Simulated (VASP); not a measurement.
Input of a VASP 6.6.1 run:

The input POSCAR:

```
CdTe
1.0
   -3.2776287560      3.2776287560      0.0000000000
    0.0000000000      0.0000000000      6.5552575120
    3.2776287560      3.2776287560      0.0000000000
Cd Te
2 2
Direct
    0.0000000000      0.0000000000      0.0000000000
    0.5000000000      0.5000000000      0.5000000000
    0.0000000000      0.2500000000      0.5000000000
    0.5000000000      0.7500000000      0.0000000000
```

INCAR.step1

```
SYSTEM = CdTe
ALGO = Normal ; EDIFF = 1E-4
ENCUT = 520 ; GGA = PE
ISMEAR = -1 ; LASPH = .True.
LCHARG = .False. ; LREAL = .False.
LWAVE = .True. ; NBANDS = 26
NELM = 100 ; PREC = Accurate
SIGMA = 0.02
```

File INCAR.step2:

```
SYSTEM = CdTe
ALGO = Normal ; EDIFF = 1E-6
ENCUT = 520 ; ISIF = 2
ISMEAR = -1 ; ISTART = 1
LASPH = .True. ; LCHARG = .True.
LELF = .True. ; LMIXTAU = .True.
LREAL = .False. ; LVHAR = .True.
LWAVE = .False. ; METAGGA = R2SCAN
NBANDS = 26 ; NELM = 100
PREC = Accurate ; SIGMA = 0.02
```

The input KPOINTS:

```
k-points
0
Gamma
  6 4 6
  0 0 0
```

Potentials or basis: VASP PAW PBE potentials, release 64 (Cd, Te).

Command:

```sh
$ cat potpaw_PBE.64/Cd/POTCAR potpaw_PBE.64/Te/POTCAR > POTCAR
$ cp INCAR.step1 INCAR
$ mpirun -np 1 vasp_std > vasp.out
$ cp INCAR.step2 INCAR
$ mpirun -np 1 vasp_std > vasp.out
```

What does it give for the pressure?

0.1 GPa.

Estimate the band gap on the k mesh.

1.16 eV.

Caveat: the PAW data sets were made with another functional, which shifts forces and pressure a little; spin-orbit coupling is left out, which moves the levels of the heavy elements.
